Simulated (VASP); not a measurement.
Ni, 2 atoms in the cell. It takes space group P6_3/mmc (No. 194, hexagonal). Conventional cell: a = 2.448 Å, b = 2.448 Å, c = 4.073 Å, α = 90.00°, β = 90.00°, γ = 120.00°. Ni (site symmetry -6m2) has 12 Ni at 2.45 to 2.48 Å within 3.2 Å. 

- Program: VASP 6.6.1
- Task: single point
- Functional: PBEsol
- Potentials or basis: VASP PAW PBE potentials, release 64 (Ni)
- Cutoff: 520 eV
- k mesh: 12 × 12 × 7
- Occupations: fermi-dirac, width 0.05 eV
- Spin: collinear spin, ferromagnetic start
- Starting moments: [1.0, 1.0] μB
- Dipole correction: no
- Further INCAR settings: ALGO = Normal; EDIFF = 1e-07; NBANDS = 21

Potentials or basis: VASP PAW PBE potentials, release 64 (Ni).

The run is started by

```bash
$ cat potpaw_PBE.64/Ni/POTCAR > POTCAR
$ mpirun -np 1 vasp_std > vasp.out
```

Hardware: 1 thread of Intel(R) Xeon(R) 6975P-C (Granite Rapids), with other jobs on the host.

Task: Estimate the wall time of this run.

Result: Wall time 32 s on 1 thread of Intel(R) Xeon(R) 6975P-C (Granite Rapids), on a shared host, peak memory 0.16 GiB. Counts: scf iterations 16, k points 76.
